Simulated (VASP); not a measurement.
Here is a VASP 6.6.1 calculation.

INCAR

```
SYSTEM = BAs
PREC = Accurate ; ENCUT = 600
EDIFF = 1E-8 ; ISMEAR = 0
SIGMA = 0.01 ; LREAL = .FALSE.
LASPH = .TRUE. ; NELM = 60
ALGO = Normal ; ISIF = 3
LWAVE = .FALSE. ; LCHARG = .FALSE.
GGA = PE ; NBANDS = 11
IBRION = 6 ; NFREE = 2
POTIM = 0.015 ; NSW = 1
```

KPOINTS

```
regular mesh
0
G
  10 10 10
  0 0 0
```

The input POSCAR:

```
BAs
1.0
    0.0000000000      2.3184663821      2.3184663821
    2.3184663821      0.0000000000      2.3184663821
    2.3184663821      2.3184663821      0.0000000000
B As
1 1
Direct
    0.0000000000      0.0000000000      0.0000000000
    0.7500000000      0.7500000000      0.7500000000
```

Potentials or basis: VASP PAW PBE potentials, release 64 (B, As).

Run with:

```bash
$ cat potpaw_PBE.64/B/POTCAR potpaw_PBE.64/As/POTCAR > POTCAR
$ mpirun -np 1 vasp_std > vasp.out
```

(1) What does it give for the elastic constants C11, C12, C44?

(2) Estimate the Voigt bulk modulus.

(3) What does it give for the highest phonon frequency at Γ, LO-TO splitting left out?

Answers

(1) 334, 113, 176 GPa.

(2) 187 GPa.

(3) 760 cm⁻¹.

Caveat: the cell is under stress, which shifts elastic constants.
